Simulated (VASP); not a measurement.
Ca:

```
CELL_PARAMETERS angstrom
-2.24000 2.24000 2.24000
2.24000 -2.24000 2.24000
2.24000 2.24000 -2.24000
ATOMIC_POSITIONS crystal
Ca 0.00000 0.00000 0.00000
```

This isn't the form of Ca at room conditions, which is fcc.

```yaml
Program: VASP 6.6.1
Task: relaxation of cell and atoms
Functional: PBE
Dispersion: D3(BJ)
Potentials_or_basis: VASP PAW PBE potentials, release 64 (Ca_sv)
Cutoff: 600 eV
k_mesh: 8 × 8 × 8
Occupations: methfessel-paxton, width 0.05 eV
Spin: collinear spin
Starting_moments: "[0.5] μB"
```

At the start: pressure -1.7 GPa; volume 44.96 Å³/atom.

Q: Where does the relaxation end?

A: Over 4 steps the energy falls by 27.9 meV/atom and the volume is 40.00 Å³/atom (-11.0 %); space group Im-3m (No. 229, to 0.1 Å) before and after; moment 0.08 μB per cell.

Step by step:
| step | energy change (eV) | largest force (eV/Å) | pressure (GPa) | volume (Å³) |
| --- | --- | --- | --- | --- |
| 1 | 0.0000 | 0.0000 | -1.69 | 44.96 |
| 2 | -0.0233 | 0.0000 | -0.75 | 41.94 |
| 3 | -0.0279 | 0.0000 | -0.05 | 40.13 |
| 4 | -0.0279 | 0.0000 | -0.01 | 40.00 |

Final structure:
```
CELL_PARAMETERS angstrom
-2.15451 2.15451 2.15451
2.15451 -2.15451 2.15451
2.15451 2.15451 -2.15451
ATOMIC_POSITIONS crystal
Ca 0.00000 0.00000 0.00000
```

Caveat: a moment this small can come from the mesh or the smearing.
